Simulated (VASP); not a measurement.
# Mg11CdO12 (a cell with a defect) in VASP: a series of runs

The runs below take Mg11CdO12 (a cell with a defect) through single point, relaxation of the atoms, with PBEsol, r2SCAN, HSE06.

All numbers are computed with VASP 6.6.1; they aren't measurements. Logs are shortened: lines on timing, memory, paths and dates and some standing lists are left out, and cuts for length are marked.

### Step 1. The cell of the first run

The cell holds a defect, 24 atoms: a = 5.960 Å, b = 5.960 Å, c = 8.940 Å, α = 60.00°, β = 60.00°, γ = 60.00°.

### Step 2. Single point, PBEsol

INCAR

```
PREC     = Accurate       # precision mode
ENCUT    = 520            # plane-wave cutoff, eV
EDIFF    = 1E-6           # SCF threshold, eV
ISMEAR   = -1             # smearing method
SIGMA    = 0.05           # smearing width, eV
LREAL    = F              # projectors in reciprocal space
LASPH    = T              # aspherical terms in the spheres
NELM     = 120            # most SCF steps
ALGO     = Normal         # electronic algorithm
ISIF     = 2              # what is computed and relaxed
LWAVE    = F              # write WAVECAR
LCHARG   = F              # write CHGCAR
GGA      = PS             # functional
NBANDS   = 71             # bands
ISYM     = 0            
GGA_COMPAT= F
```

KPOINTS

```
Automatic mesh
0
Gamma
  1 1 1
  0.25 0.25 0.25
```

POSCAR

```
Mg11CdO12
1.0
    0.0000000000      4.2144040000      4.2144040000
    4.2144040000      0.0000000000      4.2144040000
    6.3216060000      6.3216060000      0.0000000000
O Mg Cd
12 11 1
Direct
    0.7618400000      0.2396420000      0.1558200000
    0.2392610000      0.7589710000      0.5111670000
    0.7475980000      0.2522810000      0.8334840000
    0.2408670000      0.7606060000      0.1558190000
    0.7602360000      0.2380030000      0.5111580000
    0.2535210000      0.7463440000      0.8334810000
    0.2374740000      0.2362270000      0.5105190000
    0.7636200000      0.7624030000      0.1564480000
    0.7483140000      0.7470780000      0.8367730000
    0.2482390000      0.2470360000      0.1688350000
    0.2527860000      0.2515390000      0.8302000000
    0.7528570000      0.7515930000      0.4981300000
    0.0041020000      0.0028960000      0.9936910000
    0.9969960000      0.9957520000      0.6732850000
    0.0005450000      0.9993200000      0.3334900000
    0.5001420000      0.4989270000      0.9990030000
    0.5009560000      0.4996980000      0.6679670000
    0.0031180000      0.4989740000      0.9980710000
    0.5005510000      0.9993200000      0.3334820000
    0.9979910000      0.4996630000      0.6688800000
    0.5002010000      0.0018910000      0.9980870000
    0.0005500000      0.4993190000      0.3334850000
    0.5009060000      0.9967230000      0.6688890000
    0.5005570000      0.4993180000      0.3334830000
```

Potentials or basis: VASP PAW PBE potentials, release 64 (O, Mg, Cd).

The run is started by

```console
cat potpaw_PBE.64/O/POTCAR potpaw_PBE.64/Mg/POTCAR potpaw_PBE.64/Cd/POTCAR > POTCAR
mpirun -np 1 vasp_std > vasp.out
```

OUTCAR:

```text
PREC = Accurate
   ENCUT = 520
   EDIFF = 1E-6
   ISMEAR = -1
   LREAL = F
   LASPH = T
   NELM = 120
   ISIF = 2
   GGA = PS
   ISYM = 0

 ion  position               nearest neighbor table
   1  0.762  0.240  0.156-  13 2.02  16 2.10  18 2.11  19 2.12  15 2.13  24 2.22
   2  0.239  0.759  0.511-  14 2.02  17 2.10  20 2.11  19 2.12  15 2.13  24 2.22
   3  0.748  0.252  0.833-  17 2.09  16 2.09  13 2.09  14 2.09  20 2.10  21 2.10
   4  0.241  0.761  0.156-  13 2.02  16 2.10  21 2.11  22 2.12  15 2.13  24 2.22
   5  0.760  0.238  0.511-  14 2.02  17 2.10  23 2.11  22 2.12  15 2.13  24 2.22
   6  0.254  0.746  0.833-  16 2.09  17 2.09  14 2.09  13 2.09  23 2.10  18 2.10
   7  0.237  0.236  0.511-  14 2.03  20 2.11  23 2.11  19 2.12  22 2.12  24 2.22
   8  0.764  0.762  0.156-  13 2.03  21 2.11  18 2.11  19 2.12  22 2.12  24 2.22
   9  0.748  0.747  0.837-  16 2.09  18 2.09  21 2.09  14 2.10  23 2.10  20 2.10
  10  0.248  0.247  0.169-  15 2.09  22 2.10  19 2.10  21 2.11  18 2.11  16 2.12
  11  0.253  0.252  0.830-  17 2.09  20 2.09  23 2.09  13 2.10  18 2.10  21 2.10
  12  0.753  0.752  0.498-  15 2.09  22 2.10  19 2.10  20 2.11  23 2.11  17 2.12
  13  0.004  0.003  0.994-   1 2.02   4 2.02   8 2.03   3 2.09   6 2.09  11 2.10  14 2.91  20 2.93
                            23 2.93  18 2.97  21 2.97  16 2.98  16 2.98  21 2.99  18 2.99  15 3.02
  14  0.997  0.996  0.673-   5 2.02   2 2.02   7 2.03   6 2.09   3 2.09   9 2.10  13 2.91  18 2.93
                            21 2.93  20 2.97  23 2.97  17 2.98  17 2.98  23 2.99  20 2.99  15 3.02
  15  0.001  0.999  0.333-  10 2.09  12 2.09   5 2.13   1 2.13   4 2.13   2 2.13  24 2.98  22 2.98
                            19 2.98  19 2.98  22 2.98  24 2.98  23 2.99  20 2.99  21 2.99  18 2.99
  16  0.500  0.499  0.999-   6 2.09   3 2.09   9 2.09   4 2.10   1 2.10  10 2.12  17 2.95  23 2.96
                            20 2.96  21 2.97  18 2.97  13 2.98  13 2.98  22 2.98  19 2.98  24 2.99
  17  0.501  0.500  0.668-   6 2.09   3 2.09  11 2.09   2 2.10   5 2.10  12 2.12  16 2.95  21 2.96
                            18 2.96  23 2.97  20 2.97  14 2.98  14 2.98  22 2.98  19 2.98  24 2.99
  18  0.003  0.499  0.998-   9 2.09   6 2.10  11 2.10   1 2.11  10 2.11   8 2.11  14 2.93  20 2.96
                            17 2.96  21 2.96  16 2.97  13 2.97  13 2.99  15 2.99  22 2.99  16 2.99
  19  0.501  0.999  0.333-  12 2.10  10 2.10   1 2.12   2 2.12   7 2.12   8 2.12  24 2.98  22 2.98
                            22 2.98  15 2.98  15 2.98  24 2.98  16 2.98  17 2.98  21 2.99  23 2.99
  20  0.998  0.500  0.669-  11 2.09   3 2.10   9 2.10   2 2.11  12 2.11   7 2.11  13 2.93  18 2.96
                            16 2.96  23 2.96  17 2.97  14 2.97  14 2.99  15 2.99  22 2.99  17 2.99
  21  0.500  0.002  0.998-   9 2.09   3 2.10  11 2.10   4 2.11  10 2.11   8 2.11  14 2.93  23 2.96
                            17 2.96  18 2.96  16 2.97  13 2.97  13 2.99  15 2.99  19 2.99  16 2.99
  22  0.001  0.499  0.333-  12 2.10  10 2.10   4 2.12   5 2.12   7 2.12   8 2.12  24 2.98  15 2.98
                            19 2.98  19 2.98  15 2.98  24 2.98  16 2.98  17 2.98  20 2.99  18 2.99
  23  0.501  0.997  0.669-  11 2.09   6 2.10   9 2.10   5 2.11  12 2.11   7 2.11  13 2.93  21 2.96
                            16 2.96  20 2.96  17 2.97  14 2.97  14 2.99  15 2.99  19 2.99  17 2.99
  24  0.501  0.499  0.333-   8 2.22   7 2.22   1 2.22   2 2.22   4 2.22   5 2.22  15 2.98  22 2.98
                            19 2.98  19 2.98  22 2.98  15 2.98  17 2.99  16 2.99  20 3.00  21 3.00

IMPORTANT INFORMATION: All symmetrisations will be switched off!
NOSYMM: (Re-)initialisation of all symmetry stuff for point group C_1.

----------------------------------------------------------------------------------------

                                     Primitive cell

  volume of cell :     224.5586

  direct lattice vectors                    reciprocal lattice vectors
     0.000000000  4.214404000  4.214404000    -0.118640738  0.118640738  0.118640738
     4.214404000  0.000000000  4.214404000     0.118640738 -0.118640738  0.118640738
     6.321606000  6.321606000  0.000000000     0.079093825  0.079093825 -0.079093825

  length of vectors
     5.960067294  5.960067294  8.940100941     0.205491786  0.205491786  0.136994524

  position of ions in fractional coordinates (direct lattice)
     0.761840000  0.239642000  0.155820000
     0.239261000  0.758971000  0.511167000
     0.747598000  0.252281000  0.833484000
     0.240867000  0.760606000  0.155819000
     0.760236000  0.238003000  0.511158000
     0.253521000  0.746344000  0.833481000
[... 16 lines left out ...]
     0.500906000  0.996723000  0.668889000
     0.500557000  0.499318000  0.333483000

  ion indices of the primitive-cell ions
   primitive index   ion index
                 1           1
                 2           2
                 3           3
                 4           4
                 5           5
                 6           6
[... 16 lines left out ...]
                23          23
                24          24

----------------------------------------------------------------------------------------

 KPOINTS: Automatic mesh

Automatic generation of k-mesh.
 Grid dimensions read from file:
 generate k-points for:    1    1    1

 Generating k-lattice:

  Cartesian coordinates                     Fractional coordinates (reciprocal lattice)
    -0.118640738  0.118640738  0.118640738     1.000000000  0.000000000  0.000000000
     0.118640738 -0.118640738  0.118640738     0.000000000  1.000000000  0.000000000
     0.079093825  0.079093825 -0.079093825     0.000000000  0.000000000  1.000000000

  Length of vectors
     0.205491786  0.205491786  0.136994524

  Shift w.r.t. Gamma in fractional coordinates (k-lattice)
     0.250000000  0.250000000  0.250000000

 Subroutine IBZKPT returns following result:
 ===========================================

 Found      1 irreducible k-points:

 Following reciprocal coordinates:
            Coordinates               Weight
  0.250000  0.250000  0.250000      2.000000
   k-points           NKPTS =      1   k-points in BZ     NKDIM =      1   number of bands    NBANDS=     71
   number of dos      NEDOS =    301   number of ions     NIONS =     24
   total plane-waves  NPLWV = 161280
   dimension x,y,z NGX =    48 NGY =   48 NGZ =   70
   dimension x,y,z NGXF=    96 NGYF=   96 NGZF=  140
   ions per type =              12  11   1
   NGX,Y,Z   is equivalent  to a cutoff of  13.39, 13.39, 13.02 a.u.
   NGXF,Y,Z  is equivalent  to a cutoff of  26.78, 26.78, 26.03 a.u.
 SYSTEM =  unknown system
   PREC   = accura    normal or accurate (medium, high low for compatibility)
   ISTART =      0    job   : 0-new  1-cont  2-samecut
   ICHARG =      2    charge: 1-file 2-atom 10-const
   ISPIN  =      1    spin polarized calculation?
   LNONCOLLINEAR =      F non collinear calculations
   LSORBIT =      F    spin-orbit coupling
   LASPH  =      T    aspherical Exc in radial PAW
   ENCUT  =  520.0 eV  38.22 Ry    6.18 a.u.  11.08 11.08 16.62*2*pi/ulx,y,z
   NELM   =    120;   NELMIN=  2; NELMDL= -5     # of ELM steps
   EDIFF  = 0.1E-05   stopping-criterion for ELM
   LREAL  =      F    real-space projection
   EDIFFG = 0.1E-04   stopping-criterion for IOM
   NSW    =      0    number of steps for IOM
   IBRION =     -1    ionic relax: 0-MD 1-quasi-New 2-CG
   NFREE  =      0    steps in history (QN), initial steepest desc. (CG)
   ISIF   =      2    stress and relaxation
   ISYM   =      0    0-nonsym 1-usesym 2-fastsym
   POTIM  = 0.5000    time-step for ionic-motion
   TEBEG  =    0.0;   TEEND  =   0.0 temperature during run
   PSTRESS=    0.0 pullay stress
   NELECT =     106.0000    total number of electrons
   NUPDOWN=      -1.0000    fix difference up-down
   EMIN   =  10.00;   EMAX   =-10.00  energy-range for DOS
   EFERMI =   0.00;   METHOD = LEGACY
   ISMEAR =    -1;   SIGMA  =   0.05  broadening in eV -4-tet -1-fermi 0-gaus
   EFERMI_NEDOS =   21; number of points for ismear=-14 and -15
   IALGO  =     38    algorithm
   IMIX   =      4    mixing-type and parameters
     AMIX     =   0.40;   BMIX     =  1.00
     AMIX_MAG =   1.60;   BMIX_MAG =  1.00
  volume/ion in A,a.u.               =       9.36        63.14
  Fermi-wavevector in a.u.,A,eV,Ry     =   1.274677  2.408791 22.106771  1.624802
  Thomas-Fermi vector in A             =   2.407432
   LORBIT       =      0    0 simple, 1 ext, 2 COOP (PROOUT), +10 PAW based schemes
   GGA     = PS    functional components
   LHFCALC =     F    Hartree Fock is set to
   AEXX    =    0.0000 exact exchange contribution
   IVDW    =     0    specifies the selected vdW correction
   LEPSILON=     F    determine dielectric tensor
   LRPA    =     F    only Hartree local field effects (RPA)
 non-spin polarized calculation
  energy-cutoff  :      520.00
  volume of cell :      224.56
 maximum number of plane-waves:      6045
 NGX is ok and might be reduce to    48
   NGX = 23   NGY = 23   NGZ = 33

 number of electron     106.0000011 magnetization

 Free energy of the ion-electron system (eV)
  ---------------------------------------------------
  ext. energy  EPLUGINS =         0.00000000
  ---------------------------------------------------
  free energy    TOTEN  =      -143.55782904 eV

  energy without entropy =     -143.55782904  energy(sigma->0) =     -143.55782904

 E-fermi :   4.7515     XC(G=0): -11.5193

 val. band max:        3.5424806795   @ k =   0.2500   0.2500   0.2500
 cond. band min:       8.1274943081   @ k =   0.2500   0.2500   0.2500
 fundamental gap:      4.5850136285
 Fermi energy:         4.7515455650

 k-point     1 :       0.2500    0.2500    0.2500
  band No.  band energies     occupation
      1     -13.9799      2.00000
      2     -13.1812      2.00000
      3     -13.0749      2.00000
      4     -12.9950      2.00000
      5     -12.8204      2.00000
      6     -12.7940      2.00000
[... 57 lines left out ...]
     64      13.2425      0.00000
     65      13.3439      0.00000
 [bands above 65 left out]

------------------------ aborting loop because EDIFF is reached ----------------------------------------

  FORCE on cell =-STRESS in cart. coord.  units (eV):
  Direction    XX          YY          ZZ          XY          YZ          ZX
  --------------------------------------------------------------------------------------
  -------------------------------------------------------------------------------------
  Total       10.9587299     10.9581985      5.9697020     -5.4373523     -0.3104707     -0.3097828
  in kB       78.1881713     78.1843794     42.5925342    -38.7943342     -2.2151415     -2.2102331
  external PRESSURE =      66.3216950 kB  Pullay stress =       0.0000000 kB

 VOLUME and BASIS-vectors are now :
 -----------------------------------------------------------------------------
  energy-cutoff  :      520.00
  volume of cell :      224.56
      direct lattice vectors                 reciprocal lattice vectors
     0.000000000  4.214404000  4.214404000    -0.118640738  0.118640738  0.118640738
     4.214404000  0.000000000  4.214404000     0.118640738 -0.118640738  0.118640738
     6.321606000  6.321606000  0.000000000     0.079093825  0.079093825 -0.079093825

 POSITION                                       TOTAL-FORCE (eV/Angst)
 -----------------------------------------------------------------------------------
      1.99498      4.19573      4.22065        -0.094944     -0.008799      0.000420
      6.43001      4.23974      4.20695         0.094710      0.007610      0.000224
      6.33217      8.41964      4.21389        -0.005379      0.005257     -0.000449
      4.19053      2.00014      4.22061        -0.008158     -0.094992      0.000894
      4.23438      6.43528      4.20698         0.008587      0.094355     -0.000377
      8.41433      6.33738      4.21384         0.005933     -0.005513     -0.000100
[... 16 lines left out ...]
      8.42905      6.33947      6.31161         0.003239      0.006456      0.001633
      4.21248      4.21770      4.21388         0.000223      0.000024     -0.000602
 -----------------------------------------------------------------------------------
    total drift:                               -0.000211     -0.000945      0.000588

  FREE ENERGIE OF THE ION-ELECTRON SYSTEM (eV)
  ---------------------------------------------------
  free  energy   TOTEN  =      -143.5578290407 eV

  energy  without entropy=     -143.5578290406  energy(sigma->0) =     -143.55782904
```

Run time: 38 s. Hardware: 1 thread of Intel Xeon Platinum 8488C (Sapphire Rapids), shared host; peak memory 0.36 GiB.

Results:

```
Free energy            : -143.5578 eV
Pressure               : 6.6 GPa
Largest force          : 0.095 eV/Å
Band gap on the k mesh : 4.58 eV
```

Forces in eV/Å, atoms in the order of the input:
```
O   -0.095 -0.009  0.000
O    0.095  0.008  0.000
O   -0.005  0.005  0.000
O   -0.008 -0.095  0.001
O    0.009  0.094  0.000
O    0.006 -0.006  0.000
O    0.000  0.000 -0.093
O    0.000  0.000  0.094
O    0.002  0.002 -0.008
O    0.011  0.012 -0.007
O   -0.001 -0.001  0.009
O   -0.011 -0.012  0.007
Mg   0.000  0.002  0.003
Mg  -0.002 -0.002 -0.004
Mg   0.000  0.000  0.000
Mg  -0.005 -0.005  0.006
Mg   0.005  0.005 -0.006
Mg  -0.006 -0.002 -0.001
Mg   0.000  0.000  0.000
Mg   0.007  0.003  0.001
Mg  -0.003 -0.007 -0.002
Mg   0.000  0.000  0.000
Mg   0.003  0.006  0.002
Cd   0.000  0.000 -0.001
```

Caveat: the k points lie up to 1.29 Å⁻¹ apart; the PAW data sets were made with another functional, which shifts forces and pressure a little.

### Step 3. Single point, r2SCAN

POSCAR is that of step 2.

INCAR.step1

```
SYSTEM = Mg11CdO12
PREC = Accurate
ENCUT = 580
ISMEAR = -1
SIGMA = 0.05
LREAL = .False.
LASPH = .True.
NELM = 120
NBANDS = 71
ISYM = 0
GGA = PE
ALGO = Normal
EDIFF = 1E-5
LWAVE = .True.
LCHARG = .False.
GGA_COMPAT = .False.
```

INCAR.step2

```
SYSTEM = Mg11CdO12
PREC = Accurate
ENCUT = 580
EDIFF = 1E-6
ISMEAR = -1
SIGMA = 0.05
LREAL = .False.
LASPH = .True.
NELM = 120
ALGO = Normal
ISIF = 2
LWAVE = .False.
LCHARG = .True.
METAGGA = R2SCAN
LMIXTAU = .True.
LELF = .True.
LVHAR = .True.
NBANDS = 71
ISYM = 0
ISTART = 1
GGA_COMPAT = .False.
```

KPOINTS is that of step 2.

Potentials or basis: VASP PAW PBE potentials, release 64 (O, Mg, Cd).

The run is started by

```console
cat potpaw_PBE.64/O/POTCAR potpaw_PBE.64/Mg/POTCAR potpaw_PBE.64/Cd/POTCAR > POTCAR
cp INCAR.step1 INCAR
mpirun -np 1 vasp_std > vasp.out
cp INCAR.step2 INCAR
mpirun -np 1 vasp_std > vasp.out
```

Wall time 2.5 min (1 thread of Intel Xeon Platinum 8488C (Sapphire Rapids), shared host); peak memory 0.45 GiB.

Results (log left out):

```yaml
Free_energy: -203.7788 eV
Pressure: 5.3 GPa
Largest_force: 0.126 eV/Å
Band_gap_on_the_k_mesh: 5.43 eV
```

Forces in eV/Å, atoms in the order of the input:
```
O   -0.124  0.011  0.006
O    0.122 -0.013 -0.005
O   -0.001  0.002 -0.001
O    0.012 -0.125  0.006
O   -0.012  0.122 -0.005
O    0.001 -0.002  0.000
O    0.001  0.001 -0.121
O   -0.001 -0.001  0.122
O    0.004  0.003 -0.014
O    0.015  0.017 -0.009
O   -0.003 -0.001  0.015
O   -0.016 -0.018  0.010
Mg   0.012  0.013 -0.021
Mg  -0.017 -0.018  0.020
Mg  -0.001 -0.001  0.000
Mg  -0.031 -0.033  0.013
Mg   0.033  0.037 -0.013
Mg  -0.024 -0.015  0.029
Mg   0.000  0.004 -0.001
Mg   0.029  0.010 -0.030
Mg  -0.013 -0.024  0.029
Mg   0.003  0.000 -0.001
Mg   0.009  0.030 -0.029
Cd   0.000  0.000 -0.001
```

Stress tensor (GPa, compression positive):
```
 6.43 -3.57 -0.16
-3.57  6.43 -0.16
-0.16 -0.16  3.06
```

Levels at points of the mesh, in eV from the valence-band top:
| k point | band 51 | band 52 | band 53 | band 54 | band 55 | band 56 |
| --- | --- | --- | --- | --- | --- | --- |
| (0.25, 0.25, 0.25) | -0.57 | -0.21 | 0.00 | 5.43 | 7.82 | 8.44 |

Caveat: the k points lie up to 1.29 Å⁻¹ apart; the PAW data sets were made with another functional, which shifts forces and pressure a little.

### Step 4. Single point, HSE06

POSCAR is that of step 3.

INCAR.step1

```
  PREC = Accurate
  ENCUT = 520
  EDIFF = 1E-5
  ISMEAR = -1
  SIGMA = 0.05
  LREAL = F
  LASPH = T
  NELM = 120
  ALGO = Normal
  ISIF = 2
  LWAVE = T
  LCHARG = F
  NBANDS = 71
  GGA = PE
  ISYM = 0
  GGA_COMPAT = F
```

INCAR.step2

```
  PREC = Accurate
  ENCUT = 520
  EDIFF = 1E-6
  ISMEAR = -1
  SIGMA = 0.05
  LREAL = F
  LASPH = T
  NELM = 120
  ALGO = Normal
  ISIF = 2
  LWAVE = F
  LCHARG = F
  GGA = PE
  LHFCALC = T
  HFSCREEN = 0.2079
  PRECFOCK = Fast
  NBANDS = 71
  ISTART = 1
  ISYM = 0
  GGA_COMPAT = F
```

KPOINTS is that of step 3.

The run is started by

```console
cat potpaw_PBE.64/O/POTCAR potpaw_PBE.64/Mg/POTCAR potpaw_PBE.64/Cd/POTCAR > POTCAR
cp INCAR.step1 INCAR
mpirun -np 1 vasp_std > vasp.out
cp INCAR.step2 INCAR
mpirun -np 1 vasp_std > vasp.out
```

Wall time 2.9 min (1 thread of Intel Xeon Platinum 8488C (Sapphire Rapids), shared host); peak memory 0.56 GiB.

The run converged. Its results:

```yaml
Free_energy: -164.2380 eV
Pressure: 5.5 GPa
Largest_force: 0.063 eV/Å
Band_gap_on_the_k_mesh: 6.52 eV
```

Forces in eV/Å, atoms in the order of the input:
```
O   -0.038  0.016  0.006
O    0.038 -0.017 -0.005
O    0.004 -0.004 -0.001
O    0.017 -0.038  0.006
O   -0.016  0.037 -0.006
O   -0.003  0.004  0.000
O    0.002  0.003 -0.031
O   -0.002 -0.002  0.033
O    0.006  0.005 -0.019
O    0.019  0.020 -0.017
O   -0.005 -0.005  0.020
O   -0.019 -0.020  0.017
Mg   0.012  0.014 -0.023
Mg  -0.014 -0.013  0.022
Mg   0.000  0.000  0.000
Mg  -0.043 -0.042  0.019
Mg   0.043  0.043 -0.019
Mg  -0.032 -0.014  0.034
Mg   0.000  0.000  0.000
Mg   0.033  0.015 -0.035
Mg  -0.015 -0.033  0.034
Mg   0.000  0.000  0.000
Mg   0.016  0.032 -0.034
Cd   0.000  0.000 -0.001
```

Stress tensor (GPa, compression positive):
```
 6.53 -3.59  0.00
-3.59  6.53  0.00
 0.00  0.00  3.32
```

Levels at points of the mesh, in eV from the valence-band top:
```tsv
k point	band 50	band 51	band 52	band 53	band 54	band 55	band 56	band 57
(0.25, 0.25, 0.25)	-0.64	-0.56	-0.14	0.00	6.52	8.97	9.48	9.52
```

Caveat: the k points lie up to 1.29 Å⁻¹ apart; the PAW data sets were made with another functional, which shifts forces and pressure a little.

(Continued in part 2 of 2.)
